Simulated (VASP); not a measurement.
## ZnSe: relaxation of cell and atoms with LDA

The system is ZnSe.

```
CELL_PARAMETERS angstrom
0.00000 2.83400 2.83400
2.83400 0.00000 2.83400
2.83400 2.83400 0.00000
ATOMIC_POSITIONS crystal
Zn 0.00000 0.00000 0.00000
Se 0.25000 0.25000 0.25000
```

* Program: VASP 6.6.1
* Task: relaxation of cell and atoms
* Functional: LDA
* Potentials or basis: VASP PAW LDA potentials, release 64 (Zn, Se)
* Cutoff: 500 eV
* k mesh: 8 × 8 × 8
* Occupations: gaussian, width 0.02 eV
* Spin: no spin polarisation
* Dipole correction: no
* Further INCAR settings: ALGO = Normal; EDIFF = 1e-07; IBRION = 2; EDIFFG = -0.002; NSW = 100; ISIF = 3

- Relaxed volume: 21.68 Å³/atom
- Relaxed cell: a = 3.944 Å, b = 3.944 Å, c = 3.944 Å, α = 60.00°, β = 60.00°, γ = 60.00°
- Space group after relaxing (to 0.1 Å): F-43m (No. 216)
- Energy gained by relaxing: 10.9 meV/atom
- Ionic steps: 3
- Pressure after relaxing: 0.0 GPa
- Band gap on the k mesh: 1.27 eV

The path:
```tsv
step	energy change (eV)	largest force (eV/Å)	pressure (GPa)	volume (Å³)
1	0.0000	0.0000	-3.11	45.52
2	-0.0193	0.0000	1.17	42.68
3	-0.0218	0.0000	0.00	43.36
```

Final structure:
```yaml
crystal:
  lattice:
    - [0.00000, 2.78848, 2.78848]
    - [2.78848, 0.00000, 2.78848]
    - [2.78848, 2.78848, 0.00000]
  atoms:
    - { symbol: Zn, position: [0.00000, 0.00000, 0.00000] }
    - { symbol: Se, position: [0.25000, 0.25000, 0.25000] }
```

Levels at points of the mesh, in eV from the valence-band top:
| k point | band 5 | band 6 | band 7 | band 8 | band 9 | band 10 | band 11 | band 12 | band 13 |
| --- | --- | --- | --- | --- | --- | --- | --- | --- | --- |
| (0.00, 0.00, 0.00) | -6.46 | -6.46 | 0.00 | 0.00 | 0.00 | 1.27 | 5.69 | 5.69 | 5.69 |
| (0.50, 0.00, 0.00) | -6.44 | -6.28 | -5.61 | -0.95 | -0.95 | 2.46 | 6.27 | 6.27 | 8.48 |
| (0.50, 0.50, 0.00) | -6.41 | -6.26 | -5.04 | -2.38 | -2.38 | 2.70 | 3.32 | 10.89 | 11.42 |

Wall time 32 s on 1 thread of Intel(R) Xeon(R) Platinum 8488C (Sapphire Rapids), on a shared host, peak memory 0.15 GiB.
